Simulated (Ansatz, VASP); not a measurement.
**TaRu in VASP and in Ansatz**

```
CELL_PARAMETERS angstrom
3.11877 0.00000 0.00000
0.00000 3.11877 0.00000
0.00000 0.00000 3.11877
ATOMIC_POSITIONS crystal
Ta 0.50000 0.50000 0.50000
Ru 0.00000 0.00000 0.00000
```

Alike in both runs: task single point; functional LDA; k mesh 10 × 10 × 10; occupations fermi-dirac, width 0.05 eV; non-collinear spin, spin-orbit coupling.

```csv
,VASP,Ansatz
version,VASP 6.6.1,Ansatz 0.2.0
potentials or method,"VASP PAW LDA potentials, release 64 (Ta_pv, Ru_pv), cutoff 520 eV",all-electron LAPW
```

Ansatz gave:

```
pressure (GPa) : 0.1
```

Problem. What did VASP give for the same quantities?

Solution. Pressure (GPa): 1.2.

LDA's correlation is that of Perdew and Zunger in VASP and of Perdew and Wang (1992) in Ansatz. Ansatz ran all-electron here, and VASP with PAW potentials. Ansatz's warnings: optics on partly filled bands.
